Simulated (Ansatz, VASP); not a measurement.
CdS in VASP and in Ansatz

File INCAR:

```
SYSTEM = CdS
PREC = Accurate
ENCUT = 520
EDIFF = 1E-7
ISMEAR = 0
SIGMA = 0.01
LREAL = .FALSE.
LASPH = .TRUE.
NELM = 150
ALGO = Normal
ISIF = 2
LWAVE = .FALSE.
LCHARG = .FALSE.
MAGMOM = 0 0 0 0 0 0
LORBIT = 11
LSORBIT = .TRUE.
GGA_COMPAT = .FALSE.
LORBMOM = .TRUE.
GGA = PS
NBANDS = 30
```

File KPOINTS:

```
Automatic mesh
0
G
  8 8 8
  0 0 0
```

Contents of POSCAR:

```
CdS
1.0
    2.8829038609      2.8829038609      0.0000000000
   -2.8829038609      2.8829038609      0.0000000000
    0.0000000000      2.8829038609      2.8829038609
Cd S
1 1
Direct
    0.0000000000      0.0000000000      0.0000000000
    0.7500000000      0.2500000000      0.5000000000
```

Input for Ansatz:

```yaml
crystal:
  lattice:
    - [2.8829038609, 2.8829038609, 0.0]
    - [-2.8829038609, 2.8829038609, 0.0]
    - [0.0, 2.8829038609, 2.8829038609]
  atoms:
    - { symbol: Cd, position: [0.0, 0.0, 0.0] }
    - { symbol: S, position: [0.75, 0.25, 0.5] }
kpoints:
  mp_grid: { grid: [8, 8, 8] }
scf:
  occupations: { method: fixed }
  convergence: { dr2_threshold: 1.0e-10 }
hamiltonian:
  xc: pbesol
  pseudopotentials: { kind: all_electron, lapw: { basis_error: 0.0005 } }
magnetization:
  noncollinear: true
  spin_orbit: true
output:
  forces: true
  stress: true
  eigenstates:
    kpoints:
      - [0.0, 0.0, 0.0]
      - [-0.5, -0.5, -0.5]
      - [-0.5, 0.5, 0.0]
      - [0.0, 0.0, -0.5]
      - [0.0, -0.5, -0.5]
      - [0.0, 0.5, 0.0]
      - [-0.5, 0.0, 0.0]
      - [-0.5, 0.0, -0.5]
  eigenvalues: true
```

Alike in both runs: task single point; functional PBEsol; k mesh 8 × 8 × 8; non-collinear spin, spin-orbit coupling.

```csv
,VASP,Ansatz
version,VASP 6.6.1,Ansatz 0.2.0
potentials or method,"VASP PAW PBE potentials, release 64 (Cd, S), cutoff 520 eV",all-electron LAPW
occupations,"gaussian, width 0.01 eV",fixed
```

Ansatz gave:

* pressure (GPa): 2.0
* net moment per atom (μB): 0.00

**Question.** What did VASP give for the same quantities?

**Answer.** Pressure (GPa): 2.4; net moment per atom (μB): 0.00.

VASP's potentials were made for PBE, not for PBEsol. Ansatz ran all-electron here, and VASP with PAW potentials.
